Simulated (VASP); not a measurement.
A run of VASP 6.6.1 is set up as follows.

Contents of INCAR:

```
ALGO = Normal
EDIFF = 1E-7
ENCUT = 520
GGA = PE
ISIF = 2
ISMEAR = 0
LASPH = True
LCHARG = True
LELF = True
LREAL = False
LVHAR = True
LWAVE = False
NBANDS = 8
NELM = 100
PREC = Accurate
SIGMA = 0.05
```

File KPOINTS:

```
k-points
0
Gamma
  8 8 8
```

Contents of POSCAR:

```
H
1.0
   -1.8177702850      1.8919649906      2.2855640979
    1.8177702850     -1.8919649906      2.2855640979
    1.8177702850      1.8919649906     -2.2855640979
H
2
Direct
    0.9178910720      0.9178910720      0.0000000000
    0.0821089280      0.0821089280      0.0000000000
```

Potentials or basis: VASP PAW PBE potentials, release 64 (H).

The run is started by

```bash
$ cat potpaw_PBE.64/H/POTCAR > POTCAR
$ mpirun -np 1 vasp_std > vasp.out
```

(1) Predict the largest force.

(2) What does it give for the pressure?

(3) Estimate the band gap on the k mesh.

## Answers

(1) 0.009 eV/Å.

(2) -0.2 GPa.

(3) 9.20 eV, indirect (least direct gap 9.70 eV).

Caveat: the cell differs from its parent crystal (strain -0.0200 x Voigt [1, -1, 0, 0, 0, 0]).
